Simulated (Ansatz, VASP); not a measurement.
**Two plane-wave programs on TaN**

```
CELL_PARAMETERS angstrom
3.06819 0.00000 0.00000
-1.53409 2.65713 0.00000
0.00000 0.00000 4.95057
ATOMIC_POSITIONS crystal
Ta 0.00000 0.00000 0.00000
Ta 0.00000 0.00000 0.50000
N 0.33333 0.66667 0.25000
N 0.66667 0.33333 0.75000
```

Change from the starting cell: volume scaled by 1.02, PAW files.

Alike in both runs: task electric field gradients; functional PBE; k mesh 9 × 9 × 5; occupations fermi-dirac, width 0.01 eV; no spin polarisation.

|  | VASP | Ansatz |
| --- | --- | --- |
| version | VASP 6.6.1 | Ansatz 0.2.0 |
| potentials or method | VASP PAW PBE potentials, release 64 (Ta_pv, N) | PAW with Ansatz's default frozen-core files, scalar-relativistic |
| plane-wave cutoff (eV) | 520 | 420 |
| valence electrons in the cell | 32 | 36 |

VASP gave:

| Item | Value |
| --- | --- |
| pressure (GPa) | 50.7 |
| traceless stress, the component that is largest in VASP (GPa) | 53.52 |
| size of Vzz on the site where it differs most (V/Å²) | 177.8 |

Problem. Which values does Ansatz return?

Solution. Pressure (GPa): 49.4; traceless stress, the component that is largest in VASP (GPa): 53.29; size of Vzz on the site where it differs most (V/Å²): 209.0.

Both programs put the cell under a high pressure, so it lies far from rest at this level. With one functional, cell and mesh, what is left measures potentials, basis and numerics. VASP's potentials hold 32 valence electrons a cell and Ansatz's 36, so a difference there can come from the potentials and not from the codes.

Neither program's run includes spin-orbit coupling.
